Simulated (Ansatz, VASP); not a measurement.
# Two plane-wave programs on Mo

```xyz
1
Lattice="-1.4453 1.4453 1.6967 1.4453 -1.4453 1.6967 1.4453 1.4453 -1.6967" Properties=species:S:1:pos:R:3 pbc="T T T"
Mo    0.0000    0.0000    0.0000
```

Change from the starting cell: strain -0.080 along x and y, +0.080 along z, atoms carried along.

Alike in both runs: task single point; functional PBEsol; k mesh 22 × 22 × 22; occupations gaussian, width 0.15 eV; no spin polarisation.

|  | VASP | Ansatz |
| --- | --- | --- |
| version | VASP 6.6.1 | Ansatz 0.2.0 |
| potentials or method | VASP PAW PBE potentials, release 64 (Mo_sv), cutoff 520 eV | scalar-relativistic, plane waves, PAW |
| valence electrons in the cell | 14 | 14 |

```tsv
	VASP	Ansatz	Ansatz less VASP
gap on the k mesh at the Fermi level (eV)	none	none	-
pressure (GPa)	29.1	28.3	-0.79
traceless stress, the component that is largest in VASP (GPa)	-25.31	-25.34	-0.032
```

VASP's potentials were made for PBE, not for PBEsol. A gap of «none» marks a metal or a gap that the smearing closes. Both programs put the cell under a high pressure, so it lies far from rest at this level. The functional is the same, so the differences come from potentials, cutoffs and numerics.
